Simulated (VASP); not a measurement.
Runs of VASP 6.6.1 on AlN. The structure is that of space group P6/mmm (No. 191), or close to it. The cells are those of the table. The cell was built from a structure type or drawn by symmetry, and may not be a known phase.

```tsv
task	cell	k mesh	cutoff (eV)	smearing	gap on the mesh (eV)	pressure (GPa)	relaxed volume (Å³/atom)
single point	a = 3.419, b = 3.419, c = 3.056 Å, angles 90.0, 90.0, 120.0°, 2 atoms	6 × 6 × 6	520	gaussian 0.1 eV	-	51.0	-
relaxation of cell and atoms	relaxed from a = 5.204, b = 5.204, c = 3.375 Å, angles 90.0, 90.0, 120.0°, 2 atoms	6 × 6 × 8	600	gaussian 0.02 eV	1.46	0.0	39.60
relaxation of cell and atoms	relaxed from a = 3.419, b = 3.419, c = 3.056 Å, angles 90.0, 90.0, 120.0°, 2 atoms	6 × 6 × 6	600	gaussian 0.1 eV	(a)	0.0	25.05
single point	a = 4.522, b = 4.522, c = 3.375 Å, angles 90.0, 90.0, 120.0°, 2 atoms	6 × 6 × 6	520	gaussian 0.1 eV	0.85	(c)	-
relaxation of cell and atoms	relaxed from a = 4.522, b = 4.522, c = 3.375 Å, angles 90.0, 90.0, 120.0°, 2 atoms	6 × 6 × 8	600	gaussian 0.02 eV	(b)	0.0	37.28
```

Alike in all rows: level PBE; potentials or basis VASP PAW PBE potentials, release 64 (Al, N); no spin polarisation.

**Question.** Fill in the values left out.

**Answer.** (a) 0.30; (b) 1.36; (c) 0.3.

Caveats: the volume moved by over 15 % at a fixed basis, so the end points are rough (at least some runs); the cell stands under pressure (at least some runs).

A k mesh can miss the band edges.
